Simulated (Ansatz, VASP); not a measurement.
Ag2Sn2Au: VASP beside Ansatz

```
Au Sn Ag
1.0
     0.00000    4.46533    0.00000
     4.46533    0.00000    0.00000
     2.23267    2.23267   -5.60796
Au Sn Ag
1 2 2
Direct
  0.00000 0.00000 0.00000
  0.38100 0.38100 0.23800
  0.61900 0.61900 0.76200
  0.75000 0.25000 0.50000
  0.25000 0.75000 0.50000
```

Alike in both runs: task single point; functional r2SCAN; k mesh 4 × 4 × 4; occupations fermi-dirac, width 0.0682 eV; no spin polarisation.

|  | VASP | Ansatz |
| --- | --- | --- |
| version | VASP 6.6.1 | Ansatz 0.2.0 |
| potentials or method | VASP PAW PBE potentials, release 64 (Au, Sn_d, Ag), cutoff 520 eV | PAW plane waves |
| valence electrons in the cell | 61 | 85 |

VASP gave:

- gap on the k mesh at the Fermi level (eV): none
- pressure (GPa): 5.0
- traceless stress, the component that is largest in VASP (GPa): 2.33
- rms of the force components (eV/Å): 0.250

**Question.** Estimate Ansatz's values.

**Answer.** gap on the k mesh at the Fermi level (eV): none; pressure (GPa): 4.9; traceless stress, the component that is largest in VASP (GPa): 2.34; rms of the force components (eV/Å): 0.244.

VASP's potentials were made for PBE, not for r2SCAN. Atom by atom the forces differ by 0.006 eV/Å (rms over components). A gap of «none» marks a metal or a gap that the smearing closes. VASP's potentials hold 61 valence electrons a cell and Ansatz's 85, so a difference there can come from the potentials and not from the codes.

The k mesh is coarse, so the values compare programs but aren't converged. Neither program's run includes spin-orbit coupling.
